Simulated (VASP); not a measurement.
O: single point with PBEsol

O:

```
O
1.0
     0.00000    1.27321    1.27321
     1.27321    0.00000    1.27321
     1.27321    1.27321    0.00000
O
1
Direct
  0.00000 0.00000 0.00000
```

This cell differs from its parent crystal: volume scaled by 0.55.

* Program: VASP 6.6.1
* Task: single point
* Functional: PBEsol
* Potentials or basis: VASP PAW PBE potentials, release 64 (O)
* Cutoff: 520 eV
* k mesh: 18 × 18 × 18
* Occupations: fermi-dirac, width 0.08 eV
* Spin: no spin polarisation
* Dipole correction: no
* Further INCAR settings: ALGO = Normal; EDIFF = 1e-07; NBANDS = 9

```json
{
  "Pressure": "382.2 GPa",
  "Band gap on the k mesh": "zero (band 3 reaches 17.69 eV, above the bottom of band 4 at 8.59 eV)"
}
```

Levels at points of the mesh, in eV from the Fermi level:
```
           k point  band 1  band 2  band 3  band 4  band 5  band 6  band 7
(0.00, 0.00, 0.00)  -31.60    4.59    4.59    4.59   35.35   43.75   43.75
(0.50, 0.00, 0.00)  -20.14  -15.26    2.67    2.67   31.17   37.16   39.93
(0.50, 0.50, 0.00)  -15.69  -12.87   -1.84   -1.84   18.97   23.70   46.49
```

Run time: 8.6 s on 1 thread of AMD EPYC 7R43 64-Core Processor (Zen 3) (shared host), peak memory 0.07 GiB.

Caveat: the PAW data sets were made with another functional, which shifts forces and pressure a little.
